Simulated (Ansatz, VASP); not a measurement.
**RbHfCl5: VASP beside Ansatz**

```xyz
7
Lattice="4.5648 0.0000 0.0000 0.0000 4.5648 0.0000 0.0000 0.0000 8.3328" Properties=species:S:1:pos:R:3 pbc="T T T"
Rb    0.0000    0.0000    4.1664
Hf    2.2824    2.2824    0.0000
Cl    0.0000    2.2824    1.7869
Cl    0.0000    2.2824    6.5459
Cl    2.2824    0.0000    1.7869
Cl    2.2824    0.0000    6.5459
Cl    0.0000    0.0000    0.0000
```

Change from the starting cell: species swapped into the TlPd5Se type (P4/mmm, No. 123).

Alike in both runs: functional PBE; k mesh 8 × 8 × 4; occupations gaussian, width 0.01 eV; no spin polarisation.

Ansatz relaxed the structure, and its values are those at the end. VASP's run is a single point on that final structure, the one shown.

|  | VASP | Ansatz |
| --- | --- | --- |
| version | VASP 6.6.1 | Ansatz 0.2.0 |
| potentials or method | VASP PAW PBE potentials, release 64 (Rb_sv, Hf_pv, Cl), cutoff 520 eV | scalar-relativistic, plane waves, PAW |
| valence electrons in the cell | 54 | 70 |

VASP gave:

- gap on the k mesh at the Fermi level (eV): 0.25
- least direct gap on the mesh (eV): 0.51
- pressure (GPa): -0.3
- rms of the force components (eV/Å): 0.017

Q: Estimate Ansatz's values.

A: gap on the k mesh at the Fermi level (eV): 0.26; least direct gap on the mesh (eV): 0.53; pressure (GPa): 0.0; rms of the force components (eV/Å): 0.000.

VASP's potentials hold 54 valence electrons a cell and Ansatz's 70, so a difference there can come from the potentials and not from the codes.

Spin-orbit coupling is off throughout.
